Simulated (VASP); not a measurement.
# P (Fm-3m) in VASP: single point with PBEsol

Aim: the single point of P with PBEsol.

All numbers are computed with VASP 6.6.1; they aren't measurements. Logs are shortened: lines on timing, memory, paths and dates and some standing lists are left out, and cuts for length are marked.

### Step 1. The cell of the first run

The structure is cubic, space group Fm-3m (No. 225). Conventional cell: a = 3.835 Å, b = 3.835 Å, c = 3.835 Å, α = 90.00°, β = 90.00°, γ = 90.00°. P (site symmetry m-3m) has 12 P at 2.71 Å within 3.6 Å.

This isn't the form of P at room conditions, which is orthorhombic.

### Step 2. Single point, PBEsol

Contents of INCAR:

```
  PREC = Accurate
  ENCUT = 520
  EDIFF = 1E-6
  ISMEAR = -1
  SIGMA = 0.13605693000000002
  LREAL = False
  LASPH = True
  NELM = 80
  ALGO = Normal
  ISIF = 2
  LWAVE = False
  LCHARG = False
  GGA = PS
  NBANDS = 8
```

Contents of KPOINTS:

```
regular mesh
0
Gamma
  15 15 15
```

Contents of POSCAR:

```
P
1.0
    0.0000000000      1.9172936407      1.9172936407
    1.9172936407      0.0000000000      1.9172936407
    1.9172936407      1.9172936407      0.0000000000
P
1
Direct
    0.0000000000      0.0000000000      0.0000000000
```

Potentials or basis: VASP PAW PBE potentials, release 64 (P).

Launch:

```
> cat potpaw_PBE.64/P/POTCAR > POTCAR
> mpirun -np 1 vasp_std > vasp.out
```

OUTCAR:

```text
PREC = Accurate
   ENCUT = 520
   EDIFF = 1E-6
   ISMEAR = -1
   LREAL = False
   LASPH = True
   NELM = 80
   ISIF = 2
   GGA = PS

 ion  position               nearest neighbor table
   1  0.000  0.000  0.000-

  LATTYP: Found a face centered cubic cell.
 ALAT       =     3.8345872814

  Lattice vectors:

 A1 = (   0.0000000000,   1.9172936407,   1.9172936407)
 A2 = (   1.9172936407,   0.0000000000,   1.9172936407)
 A3 = (   1.9172936407,   1.9172936407,   0.0000000000)

Analysis of symmetry for initial positions (statically):
=====================================================================
 Subroutine PRICEL returns:
 Original cell was already a primitive cell.

 Routine SETGRP: Setting up the symmetry group for a
 face centered cubic supercell.

 Subroutine GETGRP returns: Found 48 space group operations
 (whereof 48 operations were pure point group operations)
 out of a pool of 48 trial point group operations.

The static configuration has the point symmetry O_h .

Analysis of symmetry for dynamics (positions and initial velocities):
=====================================================================
 Subroutine PRICEL returns:
 Original cell was already a primitive cell.

 Routine SETGRP: Setting up the symmetry group for a
 face centered cubic supercell.

 Subroutine GETGRP returns: Found 48 space group operations
 (whereof 48 operations were pure point group operations)
 out of a pool of 48 trial point group operations.

The dynamic configuration has the point symmetry O_h .

 Subroutine INISYM returns: Found 48 space group operations
 (whereof 48 operations are pure point group operations),
 and found     1 'primitive' translations

----------------------------------------------------------------------------------------

                                     Primitive cell

  volume of cell :      14.0960

  direct lattice vectors                    reciprocal lattice vectors
     0.000000000  1.917293641  1.917293641    -0.260784258  0.260784258  0.260784258
     1.917293641  0.000000000  1.917293641     0.260784258 -0.260784258  0.260784258
     1.917293641  1.917293641  0.000000000     0.260784258  0.260784258 -0.260784258

  length of vectors
     2.711462670  2.711462670  2.711462670     0.451691585  0.451691585  0.451691585

  position of ions in fractional coordinates (direct lattice)
     0.000000000  0.000000000  0.000000000
[... 75 lines left out ...]
   NELM   =     80;   NELMIN=  2; NELMDL= -5     # of ELM steps
   EDIFF  = 0.1E-05   stopping-criterion for ELM
   LREAL  =      F    real-space projection
   EDIFFG = 0.1E-04   stopping-criterion for IOM
   NSW    =      0    number of steps for IOM
   IBRION =     -1    ionic relax: 0-MD 1-quasi-New 2-CG
   NFREE  =      0    steps in history (QN), initial steepest desc. (CG)
   ISIF   =      2    stress and relaxation
   ISYM   =      2    0-nonsym 1-usesym 2-fastsym
   POTIM  = 0.5000    time-step for ionic-motion
   TEBEG  =    0.0;   TEEND  =   0.0 temperature during run
   PSTRESS=    0.0 pullay stress
   NELECT =       5.0000    total number of electrons
   NUPDOWN=      -1.0000    fix difference up-down
   EMIN   =  10.00;   EMAX   =-10.00  energy-range for DOS
   EFERMI =   0.00;   METHOD = LEGACY
   ISMEAR =    -1;   SIGMA  =   0.14  broadening in eV -4-tet -1-fermi 0-gaus
   EFERMI_NEDOS =   21; number of points for ismear=-14 and -15
   IALGO  =     38    algorithm
   IMIX   =      4    mixing-type and parameters
     AMIX     =   0.40;   BMIX     =  1.00
     AMIX_MAG =   1.60;   BMIX_MAG =  1.00
  volume/ion in A,a.u.               =      14.10        95.12
  Fermi-wavevector in a.u.,A,eV,Ry     =   1.158865  2.189937 18.272192  1.342968
  Thomas-Fermi vector in A             =   2.295463
   LORBIT       =      0    0 simple, 1 ext, 2 COOP (PROOUT), +10 PAW based schemes
   GGA     = PS    functional components
   LHFCALC =     F    Hartree Fock is set to
   AEXX    =    0.0000 exact exchange contribution
   IVDW    =     0    specifies the selected vdW correction
   LEPSILON=     F    determine dielectric tensor
   LRPA    =     F    only Hartree local field effects (RPA)
 non-spin polarized calculation
  energy-cutoff  :      520.00
  volume of cell :       14.10
 maximum number of plane-waves:       388
   NGX =  9   NGY =  9   NGZ =  9

 number of electron       4.9999999 magnetization

 Free energy of the ion-electron system (eV)
  ---------------------------------------------------
  ext. energy  EPLUGINS =         0.00000000
  ---------------------------------------------------
  free energy    TOTEN  =        -5.06572554 eV

  energy without entropy =       -5.03336750  energy(sigma->0) =       -5.04954652

 E-fermi :  10.2080     XC(G=0): -11.6825

 val. band max:       10.2021566721   @ k =   0.3333   0.2667   0.0000
 cond. band min:      10.2726252048   @ k =   0.4667   0.2667   0.0667
 fundamental gap:      0.0704685327
 Fermi energy:        10.2080388722

 k-point     1 :       0.0000    0.0000    0.0000
  band No.  band energies     occupation
      1      -6.4808      2.00000
      2      17.2832      0.00000
      3      17.2832      0.00000
      4      17.2832      0.00000
      5      21.7122      0.00000
      6      21.7122      0.00000
      7      21.7122      0.00000
      8      28.0692      0.00000
[... 243 lines left out ...]
 k-point    24 :       0.2000    0.1333    0.0000
  band No.  band energies     occupation
      1      -5.3372      2.00000
      2      13.2094      0.00000
      3      14.5353      0.00000
      4      15.4404      0.00000
      5      19.2000      0.00000
      6      22.2910      0.00000
      7      25.3138      0.00000
      8      25.4966      0.00000

 [... further k-points ...]

------------------------ aborting loop because EDIFF is reached ----------------------------------------

  FORCE on cell =-STRESS in cart. coord.  units (eV):
  Direction    XX          YY          ZZ          XY          YZ          ZX
  --------------------------------------------------------------------------------------
  -------------------------------------------------------------------------------------
  Total       -0.0470638     -0.0470638     -0.0470638      0.0000000      0.0000000     -0.0000000
  in kB       -5.3493568     -5.3493568     -5.3493568      0.0000000      0.0000000     -0.0000000
  external PRESSURE =      -5.3493568 kB  Pullay stress =       0.0000000 kB

 VOLUME and BASIS-vectors are now :
 -----------------------------------------------------------------------------
  energy-cutoff  :      520.00
  volume of cell :       14.10
      direct lattice vectors                 reciprocal lattice vectors
     0.000000000  1.917293641  1.917293641    -0.260784258  0.260784258  0.260784258
     1.917293641  0.000000000  1.917293641     0.260784258 -0.260784258  0.260784258
     1.917293641  1.917293641  0.000000000     0.260784258  0.260784258 -0.260784258

 POSITION                                       TOTAL-FORCE (eV/Angst)
 -----------------------------------------------------------------------------------
      0.00000      0.00000      0.00000         0.000000     -0.000000      0.000000
 -----------------------------------------------------------------------------------
    total drift:                                0.000000      0.000000     -0.000000

  FREE ENERGIE OF THE ION-ELECTRON SYSTEM (eV)
  ---------------------------------------------------
  free  energy   TOTEN  =        -5.0657255376 eV

  energy  without entropy=       -5.0333674981  energy(sigma->0) =       -5.04954652
```

It took 15 s on 1 thread of Intel Xeon 8259CL, shared host; peak memory 0.12 GiB.

Results:

* Free energy: -5.0657 eV
* Pressure: -0.5 GPa
* Band gap on the k mesh: zero (an odd number of electrons rules out a gap without spin polarisation)

Levels at points of the mesh, in eV from the Fermi level:
| k point | band 1 | band 2 | band 3 | band 4 | band 5 | band 6 |
| --- | --- | --- | --- | --- | --- | --- |
| (0.00, 0.00, 0.00) | -16.69 | 7.08 | 7.08 | 7.08 | 11.50 | 11.50 |

Caveat: the PAW data sets were made with another functional, which shifts forces and pressure a little.

The gap in the log of VASP goes by the Fermi energy; the results here count the filled bands.